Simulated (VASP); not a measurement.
The system is GaGe3.

```
Ge Ga
1.0
     4.22064    0.00000    0.00000
     0.00000    4.22064    0.00000
     0.00000    0.00000    4.22064
Ge Ga
3 1
Cartesian
  2.1103 2.1103 0.0000
  2.1103 0.0000 2.1103
  0.0000 2.1103 2.1103
  0.0000 0.0000 0.0000
```

Program: VASP 6.6.1. Alike in all runs: task single point; no spin polarisation; cell as given; k mesh 6 × 6 × 6; cutoff (eV) 520; smearing fermi-dirac 0.05 eV.

Order these runs on this cell by their pressure, lowest first.
A. level LDA; potentials or basis VASP PAW LDA potentials, release 64 (Ge_d, Ga_d)
B. level PBE; potentials or basis VASP PAW PBE potentials, release 64 (Ge_d, Ga_d)
C. level PBEsol; potentials or basis VASP PAW PBE potentials, release 64 (Ge_d, Ga_d)

A (-2.7 GPa), C (-1.1 GPa), B (2.4 GPa).

Caveats: the PAW data sets were made with another functional, which shifts forces and pressure a little (some runs).
